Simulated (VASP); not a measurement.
A run of VASP 6.6.1 is set up as follows.

INCAR

```
SYSTEM = Mg5O
ALGO = Normal ; EDIFF = 1E-7
ENCUT = 520 ; GGA = PE
ISIF = 2 ; ISMEAR = 0
LASPH = .TRUE. ; LCHARG = .FALSE.
LREAL = .FALSE. ; LWAVE = .FALSE.
NBANDS = 17 ; NELM = 100
PREC = Accurate ; SIGMA = 0.1
```

The input KPOINTS:

```
k-points
0
G
  6 6 4
  0 0 0
```

POSCAR

```
Mg5O
1.0
    7.0309743578      0.0000000000      0.0000000000
   -3.5154871789      6.0890024072      0.0000000000
    0.0000000000      0.0000000000      2.9580215111
Mg O
5 1
Direct
    0.0000000000      0.2374141463      0.0000000000
    0.7625858537      0.7625858537      0.0000000000
    0.2374141463      0.0000000000      0.0000000000
    0.6666666667      0.3333333333      0.5000000000
    0.3333333333      0.6666666667      0.5000000000
    0.0000000000      0.0000000000      0.5000000000
```

Potentials or basis: VASP PAW PBE potentials, release 64 (Mg, O).

The run is started by

```console
$ cat potpaw_PBE.64/Mg/POTCAR potpaw_PBE.64/O/POTCAR > POTCAR
$ mpirun -np 1 vasp_std > vasp.out
```

Question: Predict the pressure.

Answer: -0.2 GPa.

Question: Predict the band gap on the k mesh.

Answer: Zero (bands 8 and 9 overlap by 2.27 eV).

Forces in eV/Å, atoms in the order of the input:
```
Mg  -0.005  0.009  0.000
Mg  -0.005 -0.009  0.000
Mg   0.010  0.000  0.000
Mg   0.000  0.000  0.000
Mg   0.000  0.000  0.000
O    0.000  0.000  0.000
```

Caveat: the k points lie up to 0.53 Å⁻¹ apart, too coarse for converged energies and pressures of a metal.
